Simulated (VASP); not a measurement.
# Zn3O (Pm-3m) in VASP: further runs

Zn3O is run at these levels: PBE; tasks: single point, relaxation of cell and atoms.

All numbers are computed with VASP 6.6.1; they aren't measurements. Logs are shortened: lines on timing, memory, paths and dates and some standing lists are left out, and cuts for length are marked.

**1. The cell of the first run**

Symmetry: Pm-3m, No. 221, cubic system. Conventional cell: a = 3.650 Å, b = 3.650 Å, c = 3.650 Å, α = 90.00°, β = 90.00°, γ = 90.00°. Zn (site symmetry 4/mmm) has 8 Zn at 2.58 Å and 4 O at 2.58 Å within 3.4 Å. Within 3.4 Å of O (site symmetry m-3m) lie 12 Zn at 2.58 Å.

**2. Single point, PBE**

INCAR

```
SYSTEM = Zn3O
ALGO = Normal ; EDIFF = 1E-6
ENCUT = 520 ; GGA = PE
ISIF = 2 ; ISMEAR = 0
LASPH = .TRUE. ; LCHARG = .FALSE.
LREAL = .FALSE. ; LWAVE = .FALSE.
NBANDS = 29 ; NELM = 100
PREC = Accurate ; SIGMA = 0.1
```

KPOINTS

```
k-points
0
G
  6 6 6
  0 0 0
```

POSCAR

```
Zn3O
1.0
    3.6503243511      0.0000000000      0.0000000000
    0.0000000000      3.6503243511      0.0000000000
    0.0000000000      0.0000000000      3.6503243511
Zn O
3 1
Direct
    0.0000000000      0.5000000000      0.5000000000
    0.5000000000      0.0000000000      0.5000000000
    0.5000000000      0.5000000000      0.0000000000
    0.0000000000      0.0000000000      0.0000000000
```

Potentials or basis: VASP PAW PBE potentials, release 64 (Zn, O).

On the command line:

```
cat potpaw_PBE.64/Zn/POTCAR potpaw_PBE.64/O/POTCAR > POTCAR
mpirun -np 1 vasp_std > vasp.out
```

OUTCAR:

```text
SYSTEM = Zn3O
   EDIFF = 1E-6
   ENCUT = 520
   GGA = PE
   ISIF = 2
   ISMEAR = 0
   LASPH = .TRUE.
   LREAL = .FALSE.
   NELM = 100
   PREC = Accurate

 ion  position               nearest neighbor table
   1  0.000  0.500  0.500-   2 2.58   3 2.58   3 2.58   2 2.58   2 2.58   3 2.58   3 2.58   2 2.58

   2  0.500  0.000  0.500-   1 2.58   3 2.58   3 2.58   1 2.58   3 2.58   3 2.58   1 2.58   1 2.58

   3  0.500  0.500  0.000-   1 2.58   2 2.58   1 2.58   2 2.58   2 2.58   2 2.58   1 2.58   1 2.58

   4  0.000  0.000  0.000-

  LATTYP: Found a simple cubic cell.
 ALAT       =     3.6503243511

  Lattice vectors:

 A1 = (   3.6503243511,   0.0000000000,   0.0000000000)
 A2 = (   0.0000000000,   3.6503243511,   0.0000000000)
 A3 = (   0.0000000000,   0.0000000000,   3.6503243511)

Analysis of symmetry for initial positions (statically):
=====================================================================
 Subroutine PRICEL returns:
 Original cell was already a primitive cell.

 Routine SETGRP: Setting up the symmetry group for a
 simple cubic supercell.

 Subroutine GETGRP returns: Found 48 space group operations
 (whereof 48 operations were pure point group operations)
 out of a pool of 48 trial point group operations.

The static configuration has the point symmetry O_h .

Analysis of symmetry for dynamics (positions and initial velocities):
=====================================================================
 Subroutine PRICEL returns:
 Original cell was already a primitive cell.

 Routine SETGRP: Setting up the symmetry group for a
 simple cubic supercell.

 Subroutine GETGRP returns: Found 48 space group operations
 (whereof 48 operations were pure point group operations)
 out of a pool of 48 trial point group operations.

The dynamic configuration has the point symmetry O_h .

 Subroutine INISYM returns: Found 48 space group operations
 (whereof 48 operations are pure point group operations),
 and found     1 'primitive' translations

----------------------------------------------------------------------------------------

                                     Primitive cell

  volume of cell :      48.6401

  direct lattice vectors                    reciprocal lattice vectors
     3.650324351  0.000000000  0.000000000     0.273948259  0.000000000  0.000000000
     0.000000000  3.650324351  0.000000000     0.000000000  0.273948259  0.000000000
     0.000000000  0.000000000  3.650324351     0.000000000  0.000000000  0.273948259

  length of vectors
     3.650324351  3.650324351  3.650324351     0.273948259  0.273948259  0.273948259

  position of ions in fractional coordinates (direct lattice)
     0.000000000  0.500000000  0.500000000
     0.500000000  0.000000000  0.500000000
     0.500000000  0.500000000  0.000000000
     0.000000000  0.000000000  0.000000000

  ion indices of the primitive-cell ions
   primitive index   ion index
                 1           1
                 2           2
                 3           3
                 4           4

----------------------------------------------------------------------------------------

 KPOINTS: k-points

Automatic generation of k-mesh.
 Grid dimensions read from file:
 generate k-points for:    6    6    6

 Generating k-lattice:

  Cartesian coordinates                     Fractional coordinates (reciprocal lattice)
     0.045658043  0.000000000  0.000000000     0.166666667  0.000000000  0.000000000
     0.000000000  0.045658043  0.000000000     0.000000000  0.166666667  0.000000000
     0.000000000  0.000000000  0.045658043     0.000000000  0.000000000  0.166666667

  Length of vectors
     0.045658043  0.045658043  0.045658043

  Shift w.r.t. Gamma in fractional coordinates (k-lattice)
     0.000000000  0.000000000  0.000000000

 Subroutine IBZKPT returns following result:
 ===========================================

 Found     20 irreducible k-points:

 Following reciprocal coordinates:
            Coordinates               Weight
  0.000000  0.000000  0.000000      1.000000
  0.166667  0.000000  0.000000      6.000000
  0.333333  0.000000  0.000000      6.000000
  0.500000  0.000000  0.000000      3.000000
  0.166667  0.166667  0.000000     12.000000
  0.333333  0.166667  0.000000     24.000000
[... 12 lines left out ...]
  0.500000  0.500000  0.333333      6.000000
  0.500000  0.500000  0.500000      1.000000
   k-points           NKPTS =     20   k-points in BZ     NKDIM =     20   number of bands    NBANDS=     29
   number of dos      NEDOS =    301   number of ions     NIONS =      4
   total plane-waves  NPLWV =  21952
   dimension x,y,z NGX =    28 NGY =   28 NGZ =   28
   dimension x,y,z NGXF=    56 NGYF=   56 NGZF=   56
   ions per type =               3   1
   NGX,Y,Z   is equivalent  to a cutoff of  12.75, 12.75, 12.75 a.u.
   NGXF,Y,Z  is equivalent  to a cutoff of  25.50, 25.50, 25.50 a.u.
 SYSTEM =  Zn3O
   PREC   = accura    normal or accurate (medium, high low for compatibility)
   ISTART =      0    job   : 0-new  1-cont  2-samecut
   ICHARG =      2    charge: 1-file 2-atom 10-const
   ISPIN  =      1    spin polarized calculation?
   LNONCOLLINEAR =      F non collinear calculations
   LSORBIT =      F    spin-orbit coupling
   LASPH  =      T    aspherical Exc in radial PAW
   ENCUT  =  520.0 eV  38.22 Ry    6.18 a.u.   6.79  6.79  6.79*2*pi/ulx,y,z
   NELM   =    100;   NELMIN=  2; NELMDL= -5     # of ELM steps
   EDIFF  = 0.1E-05   stopping-criterion for ELM
   LREAL  =      F    real-space projection
   EDIFFG = 0.1E-04   stopping-criterion for IOM
   NSW    =      0    number of steps for IOM
   IBRION =     -1    ionic relax: 0-MD 1-quasi-New 2-CG
   NFREE  =      0    steps in history (QN), initial steepest desc. (CG)
   ISIF   =      2    stress and relaxation
   ISYM   =      2    0-nonsym 1-usesym 2-fastsym
   POTIM  = 0.5000    time-step for ionic-motion
   TEBEG  =    0.0;   TEEND  =   0.0 temperature during run
   PSTRESS=    0.0 pullay stress
   NELECT =      42.0000    total number of electrons
   NUPDOWN=      -1.0000    fix difference up-down
   EMIN   =  10.00;   EMAX   =-10.00  energy-range for DOS
   EFERMI =   0.00;   METHOD = LEGACY
   ISMEAR =     0;   SIGMA  =   0.10  broadening in eV -4-tet -1-fermi 0-gaus
   EFERMI_NEDOS =   21; number of points for ismear=-14 and -15
   IALGO  =     38    algorithm
   IMIX   =      4    mixing-type and parameters
     AMIX     =   0.40;   BMIX     =  1.00
     AMIX_MAG =   1.60;   BMIX_MAG =  1.00
  volume/ion in A,a.u.               =      12.16        82.06
  Fermi-wavevector in a.u.,A,eV,Ry     =   1.558929  2.945950 33.065710  2.430261
  Thomas-Fermi vector in A             =   2.662362
   LORBIT       =      0    0 simple, 1 ext, 2 COOP (PROOUT), +10 PAW based schemes
   GGA     = PE    functional components
   LHFCALC =     F    Hartree Fock is set to
   AEXX    =    0.0000 exact exchange contribution
   IVDW    =     0    specifies the selected vdW correction
   LEPSILON=     F    determine dielectric tensor
   LRPA    =     F    only Hartree local field effects (RPA)
 non-spin polarized calculation
 Gauss-broadening in eV      SIGMA  =   0.10
  energy-cutoff  :      520.00
  volume of cell :       48.64
 maximum number of plane-waves:      1357
 NGX is ok and might be reduce to    28
   NGX = 13   NGY = 13   NGZ = 13

 number of electron      41.9999924 magnetization

 Free energy of the ion-electron system (eV)
  ---------------------------------------------------
  ext. energy  EPLUGINS =         0.00000000
  ---------------------------------------------------
  free energy    TOTEN  =        -7.97184495 eV

  energy without entropy =       -7.96584431  energy(sigma->0) =       -7.96884463

 E-fermi :   4.2445     XC(G=0): -12.0663

 val. band max:        4.1116448192   @ k =   0.5000   0.5000   0.0000
 cond. band min:       4.3285127393   @ k =   0.1667   0.1667   0.0000
 fundamental gap:      0.2168679201
 Fermi energy:         4.2444614096

 k-point     1 :       0.0000    0.0000    0.0000
  band No.  band energies     occupation
      1     -14.5119      2.00000
      2      -5.9752      2.00000
      3      -4.6894      2.00000
      4      -4.6894      2.00000
      5      -4.6894      2.00000
      6      -4.4315      2.00000
[... 21 lines left out ...]
     28      14.8363      0.00000
     29      14.8363      0.00000

 k-point     2 :       0.1667    0.0000    0.0000
  band No.  band energies     occupation
      1     -14.4531      2.00000
      2      -5.8514      2.00000
      3      -4.6643      2.00000
      4      -4.6289      2.00000
      5      -4.6289      2.00000
      6      -4.4717      2.00000
[... 21 lines left out ...]
     28      13.6257      0.00000
     29      14.0684      0.00000

 k-point     3 :       0.3333    0.0000    0.0000
  band No.  band energies     occupation
      1     -14.3314      2.00000
      2      -5.6278      2.00000
      3      -4.6579      2.00000
      4      -4.6104      2.00000
      5      -4.4598      2.00000
      6      -4.4598      2.00000
[... 21 lines left out ...]
     28      12.2553      0.00000
     29      16.4996      0.00000

 k-point     4 :       0.5000    0.0000    0.0000
  band No.  band energies     occupation
      1     -14.2676      2.00000
      2      -5.5770      2.00000
      3      -4.6961      2.00000
      4      -4.5809      2.00000
      5      -4.2981      2.00000
      6      -4.2981      2.00000
[... 469 lines left out ...]
     28      18.0990      0.00000
     29      18.6368      0.00000

 k-point    19 :       0.5000    0.5000    0.3333
  band No.  band energies     occupation
      1     -14.0734      2.00000
      2      -4.7793      2.00000
      3      -4.7793      2.00000
      4      -4.7608      2.00000
      5      -4.0936      2.00000
      6      -4.0936      2.00000
[... 21 lines left out ...]
     28      19.1512      0.00000
     29      20.3473      0.00000

 k-point    20 :       0.5000    0.5000    0.5000
  band No.  band energies     occupation
      1     -14.0564      2.00000
      2      -4.8295      2.00000
      3      -4.8295      2.00000
      4      -4.8295      2.00000
      5      -4.0907      2.00000
      6      -4.0907      2.00000
[... 21 lines left out ...]
     28      22.2710      0.00000
     29      22.2710      0.00000

------------------------ aborting loop because EDIFF is reached ----------------------------------------

  FORCE on cell =-STRESS in cart. coord.  units (eV):
  Direction    XX          YY          ZZ          XY          YZ          ZX
  --------------------------------------------------------------------------------------
  -------------------------------------------------------------------------------------
  Total        3.5137870      3.5137870      3.5137870     -0.0000000      0.0000000      0.0000000
  in kB      115.7421787    115.7421787    115.7421787     -0.0000000      0.0000000      0.0000000
  external PRESSURE =     115.7421787 kB  Pullay stress =       0.0000000 kB

 VOLUME and BASIS-vectors are now :
 -----------------------------------------------------------------------------
  energy-cutoff  :      520.00
  volume of cell :       48.64
      direct lattice vectors                 reciprocal lattice vectors
     3.650324351  0.000000000  0.000000000     0.273948259  0.000000000  0.000000000
     0.000000000  3.650324351  0.000000000     0.000000000  0.273948259  0.000000000
     0.000000000  0.000000000  3.650324351     0.000000000  0.000000000  0.273948259

 POSITION                                       TOTAL-FORCE (eV/Angst)
 -----------------------------------------------------------------------------------
      0.00000      1.82516      1.82516         0.000000      0.000000      0.000000
      1.82516      0.00000      1.82516         0.000000      0.000000      0.000000
      1.82516      1.82516      0.00000         0.000000      0.000000      0.000000
      0.00000      0.00000      0.00000         0.000000      0.000000      0.000000
 -----------------------------------------------------------------------------------
    total drift:                                0.000000      0.000000      0.000000

  FREE ENERGIE OF THE ION-ELECTRON SYSTEM (eV)
  ---------------------------------------------------
  free  energy   TOTEN  =        -7.9718449495 eV

  energy  without entropy=       -7.9658443092  energy(sigma->0) =       -7.96884463
```

Wall time 38 s (1 thread of AMD EPYC 7R13, shared host); peak memory 0.14 GiB.

What came out:

* Free energy: -7.9718 eV
* Pressure: 11.6 GPa
* Band gap on the k mesh: zero (bands 21 and 22 overlap by 3.38 eV)

Levels at points of the mesh, in eV from the Fermi level:
| k point | band 18 | band 19 | band 20 | band 21 | band 22 | band 23 | band 24 | band 25 |
| --- | --- | --- | --- | --- | --- | --- | --- | --- |
| (0.00, 0.00, 0.00) | -4.52 | -4.52 | -4.52 | 2.28 | 2.28 | 2.28 | 2.78 | 2.78 |
| (0.50, 0.00, 0.00) | -4.86 | -3.49 | -3.49 | -1.59 | 2.42 | 2.42 | 4.84 | 5.02 |
| (0.50, 0.50, 0.00) | -5.82 | -5.81 | -3.05 | -0.13 | 0.39 | 0.39 | 5.88 | 6.04 |
| (0.50, 0.50, 0.50) | -5.71 | -5.71 | -4.07 | -1.10 | -1.10 | -1.10 | 3.36 | 3.36 |

Caveat: the cell stands under pressure.

**3. Single point, PBE**

This run uses another cell than the first one, of 13.45 Å³/atom.

INCAR

```
ALGO = Normal
EDIFF = 1E-7
ENCUT = 520
GGA = PE
ISIF = 2
ISMEAR = 0
LASPH = T
LCHARG = T
LELF = T
LREAL = F
LVHAR = T
LWAVE = F
NBANDS = 29
NELM = 80
PREC = Accurate
SIGMA = 0.1
```

KPOINTS

```
k-points
0
Gamma
  6 6 6
```

POSCAR

```
Zn3O
1.0
    3.7748946007      0.0000000000      0.0000000000
    0.0000000000      3.7748946007      0.0000000000
    0.0000000000      0.0000000000      3.7748946007
Zn O
3 1
Direct
    0.0000000000      0.5000000000      0.5000000000
    0.5000000000      0.0000000000      0.5000000000
    0.5000000000      0.5000000000      0.0000000000
    0.0000000000      0.0000000000      0.0000000000
```

Potentials or basis: VASP PAW PBE potentials, release 64 (Zn, O).

On the command line:

```
cat potpaw_PBE.64/Zn/POTCAR potpaw_PBE.64/O/POTCAR > POTCAR
mpirun -np 1 vasp_std > vasp.out
```

Wall time 51 s (1 thread of AMD EPYC 7R13, shared host); peak memory 0.14 GiB.

The run converged. Its results:

- Free energy: -8.1477 eV
- Pressure: 0.2 GPa
- Band gap on the k mesh: zero (bands 21 and 22 overlap by 3.47 eV)

Levels at points of the mesh, in eV from the Fermi level:
```csv
k point,band 18,band 19,band 20,band 21,band 22,band 23,band 24,band 25
"(0.00, 0.00, 0.00)",-3.84,-3.84,-3.84,2.32,2.32,2.32,2.52,2.52
"(0.50, 0.00, 0.00)",-4.51,-2.98,-2.98,-1.34,2.50,2.50,4.37,4.89
"(0.50, 0.50, 0.00)",-5.34,-5.31,-2.61,0.11,0.35,0.35,5.62,5.90
"(0.50, 0.50, 0.50)",-4.89,-4.89,-3.48,-1.15,-1.15,-1.15,3.28,3.28
```

**4. Relaxation of cell and atoms, PBE**

INCAR

```
ALGO = Normal
EDIFF = 1E-7
EDIFFG = -0.04
ENCUT = 600
GGA = PE
IBRION = 2
ISIF = 3
ISMEAR = 0
LASPH = True
LCHARG = False
LREAL = False
LWAVE = False
NELM = 80
NSW = 90
PREC = Accurate
SIGMA = 0.1
```

KPOINTS is that of step 3.

POSCAR

```
Zn3O
1.0
    3.6503243511      0.0000000000      0.0000000000
    0.0000000000      3.6503243511      0.0000000000
    0.0000000000      0.0000000000      3.6503243511
Zn O
3 1
Direct
    0.0000000000      0.5000000000      0.5000000000
    0.5000000000      0.0000000000      0.5000000000
    0.5000000000      0.5000000000      0.0000000000
    0.0000000000      0.0000000000      0.0000000000
```

On the command line:

```
cat potpaw_PBE.64/Zn/POTCAR potpaw_PBE.64/O/POTCAR > POTCAR
mpirun -np 1 vasp_std > vasp.out
```

Wall time 1.9 min (1 thread of AMD EPYC 7R13, shared host); peak memory 0.15 GiB.

It converged, with:

- Free energy: -8.1438 eV
- Relaxed volume: 13.47 Å³/atom
- Relaxed cell: a = 3.777 Å, b = 3.777 Å, c = 3.777 Å, α = 90.00°, β = 90.00°, γ = 90.00°
- Space group after relaxing (to 0.1 Å): Pm-3m (No. 221)
- Energy gained by relaxing: 42.8 meV/atom
- Ionic steps: 3
- Pressure after relaxing: 0.0 GPa
- Band gap on the k mesh: zero (bands 21 and 22 overlap by 3.47 eV)

The path:
| step | energy change (eV) | largest force (eV/Å) | pressure (GPa) | volume (Å³) |
| --- | --- | --- | --- | --- |
| 1 | 0.0000 | 0.0000 | 11.51 | 48.64 |
| 2 | -0.1651 | 0.0000 | -1.73 | 55.05 |
| 3 | -0.1713 | 0.0000 | 0.03 | 53.88 |

Final structure:
```yaml
crystal:
  lattice:
    - [3.77706, 0.00000, 0.00000]
    - [0.00000, 3.77706, 0.00000]
    - [0.00000, 0.00000, 3.77706]
  atoms:
    - { symbol: Zn, position: [0.00000, 0.50000, 0.50000] }
    - { symbol: Zn, position: [0.50000, 0.00000, 0.50000] }
    - { symbol: Zn, position: [0.50000, 0.50000, 0.00000] }
    - { symbol: O, position: [0.00000, 0.00000, 0.00000] }
```

Levels at points of the mesh, in eV from the Fermi level:
```
           k point  band 17  band 18  band 19  band 20  band 21  band 22  band 23  band 24  band 25
(0.00, 0.00, 0.00)    -7.02    -3.83    -3.83    -3.83     2.32     2.32     2.32     2.52     2.52
(0.50, 0.00, 0.00)    -7.02    -4.50    -2.97    -2.97    -1.34     2.50     2.50     4.36     4.89
(0.50, 0.50, 0.00)    -5.33    -5.33    -5.30    -2.60     0.11     0.35     0.35     5.61     5.90
(0.50, 0.50, 0.50)    -4.88    -4.88    -4.88    -3.47    -1.15    -1.15    -1.15     3.28     3.28
```

**5. Single point, PBE**

This run uses another cell than the first one, of 13.37 Å³/atom.

INCAR

```
SYSTEM = Zn3O
PREC     = Accurate       ! precision mode
ENCUT    = 520            ! plane-wave cutoff, eV
EDIFF    = 1E-7           ! SCF threshold, eV
ISMEAR   = 0              ! smearing method
SIGMA    = 0.1            ! smearing width, eV
LREAL    = .FALSE.        ! projectors in reciprocal space
LASPH    = .TRUE.         ! aspherical terms in the spheres
NELM     = 100            ! most SCF steps
ALGO     = Normal         ! electronic algorithm
ISIF     = 2              ! what is computed and relaxed
LWAVE    = .FALSE.        ! write WAVECAR
LCHARG   = .FALSE.        ! write CHGCAR
GGA      = PE             ! functional
NBANDS   = 29             ! bands
```

KPOINTS

```
Automatic mesh
0
G
  12 12 12
  0 0 0
```

POSCAR

```
Zn3O
1.0
    3.7676872113      0.0000000000      0.0000000000
    0.0000000000      3.7676872113      0.0000000000
    0.0000000000      0.0000000000      3.7676872113
Zn O
3 1
Direct
    0.0000000000      0.5000000000      0.5000000000
    0.5000000000      0.0000000000      0.5000000000
    0.5000000000      0.5000000000      0.0000000000
    0.0000000000      0.0000000000      0.0000000000
```

On the command line:

```
cat potpaw_PBE.64/Zn/POTCAR potpaw_PBE.64/O/POTCAR > POTCAR
mpirun -np 1 vasp_std > vasp.out
```

It took 2.8 min on 1 thread of AMD EPYC 7R13, shared host; peak memory 0.2 GiB.

Results (log left out):

- Free energy: -8.1226 eV
- Pressure: 0.2 GPa
- Band gap on the k mesh: zero (bands 21 and 22 overlap by 3.47 eV)

Levels at points of the mesh, in eV from the Fermi level:
```tsv
k point	band 19	band 20	band 21	band 22	band 23	band 24
(0.00, 0.00, 0.00)	-3.57	-3.57	2.63	2.63	2.63	2.84
(0.50, 0.00, 0.00)	-2.71	-2.71	-1.05	2.81	2.81	4.72
(0.50, 0.50, 0.00)	-5.03	-2.33	0.40	0.66	0.66	5.94
(0.50, 0.50, 0.50)	-4.63	-3.19	-0.84	-0.84	-0.84	3.59
```

(Part 1 of 2 ends here.)

The gap in the log of VASP goes by the Fermi energy; the results here count the filled bands.